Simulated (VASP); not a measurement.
A run of VASP 6.6.1 is set up as follows.

File INCAR:

```
ALGO = Normal
EDIFF = 1E-6
ENCUT = 520
GGA = PE
ISIF = 2
ISMEAR = 0
LASPH = T
LCHARG = F
LREAL = F
LWAVE = F
NBANDS = 14
NELM = 100
PREC = Accurate
SIGMA = 0.1
```

KPOINTS

```
k-points
0
Gamma
  20 20 20
```

The input POSCAR:

```
BeS2
1.0
   -1.5571511794      1.5571511794      5.0887867969
    1.5571511794     -1.5571511794      5.0887867969
    1.5571511794      1.5571511794     -5.0887867969
Be S
1 2
Direct
    0.0000000000      0.0000000000      0.0000000000
    0.6077354122      0.6077354122      0.0000000000
    0.3922645878      0.3922645878      0.0000000000
```

Potentials or basis: VASP PAW PBE potentials, release 64 (Be, S).

Command:

```bash
$ cat potpaw_PBE.64/Be/POTCAR potpaw_PBE.64/S/POTCAR > POTCAR
$ mpirun -np 1 vasp_std > vasp.out
```

Problem. Estimate the pressure.

Solution. -0.3 GPa.

Problem. Estimate the band gap on the k mesh.

Solution. Zero (band 7 reaches 6.46 eV, above the bottom of band 8 at 4.70 eV).

Stress tensor (GPa, compression positive):
```
-0.05  0.00  0.00
 0.00 -0.05  0.00
 0.00  0.00 -0.75
```
